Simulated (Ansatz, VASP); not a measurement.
## Two plane-wave programs on Ir

```
Ir
1.0
     0.00000    1.94136    1.94136
     1.94136    0.00000    1.94136
     1.94136    1.94136    0.00000
Ir
1
Cartesian
  0.0000 0.0000 0.0000
```

Alike in both runs: functional revPBE; k mesh 14 × 14 × 14; occupations fermi-dirac, width 0.05 eV; collinear spin.

Ansatz relaxed the structure, and its values are those at the end. VASP's run is a single point on that final structure, the one shown.

```csv
,VASP,Ansatz
version,VASP 6.6.1,Ansatz 0.2.0
potentials or method,"VASP PAW PBE potentials, release 64 (Ir), cutoff 520 eV","plane waves (420 eV) with PAW, scalar-relativistic"
valence electrons in the cell,9,17
```

```tsv
	VASP	Ansatz	Ansatz less VASP
pressure (GPa)	0.3	0.0	-0.38
net moment per atom (μB)	0.00	0.00	0.000
```

VASP's potentials were made for PBE, not for revPBE. VASP's potentials hold 9 valence electrons a cell and Ansatz's 17, so a difference there can come from the potentials and not from the codes. Ansatz's warnings: seeded moment not kept.

Spin-orbit coupling is off throughout.
